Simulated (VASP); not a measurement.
Write the native input for VASP 6.6.1 that does the following.

```yaml
Task: single point
Functional: PBE
Potentials_or_basis: VASP PAW PBE potentials, release 64 (In_d, P)
Cutoff: 520 eV
k_mesh: 11 × 11 × 11
Occupations: fermi-dirac, width 0.1 eV
Spin: no spin polarisation
Dipole_correction: no
Further_INCAR_settings: ALGO = Normal; EDIFF = 1e-07; NBANDS = 16
```

The structure of InP (zincblende type) lies in POSCAR:

```
InP
1.0
    0.0000000000      2.8556221870      2.8556221870
    2.8556221870      0.0000000000      2.8556221870
    2.8556221870      2.8556221870      0.0000000000
In P
1 1
Direct
    0.0000000000      0.0000000000      0.0000000000
    0.2500000000      0.2500000000      0.2500000000
```

The input as run:

INCAR

```
SYSTEM = InP
  ALGO = Normal
  EDIFF = 1E-7
  ENCUT = 520
  GGA = PE
  ISIF = 2
  ISMEAR = -1
  LASPH = .TRUE.
  LCHARG = .FALSE.
  LREAL = .FALSE.
  LWAVE = .FALSE.
  NBANDS = 16
  NELM = 100
  PREC = Accurate
  SIGMA = 0.1
```

KPOINTS

```
k-points
0
G
  11 11 11
  0 0 0
```

Potentials or basis: VASP PAW PBE potentials, release 64 (In_d, P).

Launch:

```bash
$ cat potpaw_PBE.64/In_d/POTCAR potpaw_PBE.64/P/POTCAR > POTCAR
$ mpirun -np 1 vasp_std > vasp.out
```

It gave:

| Quantity | Value |
| --- | --- |
| Pressure | 10.1 GPa |
| Band gap on the k mesh | 1.13 eV |

Caveat: the cell stands under pressure; spin-orbit coupling is left out, which moves the levels of the heavy elements.

Run time: 23 s on 1 thread of Intel(R) Xeon(R) 6975P-C (Granite Rapids), on a shared host, peak memory 0.19 GiB.
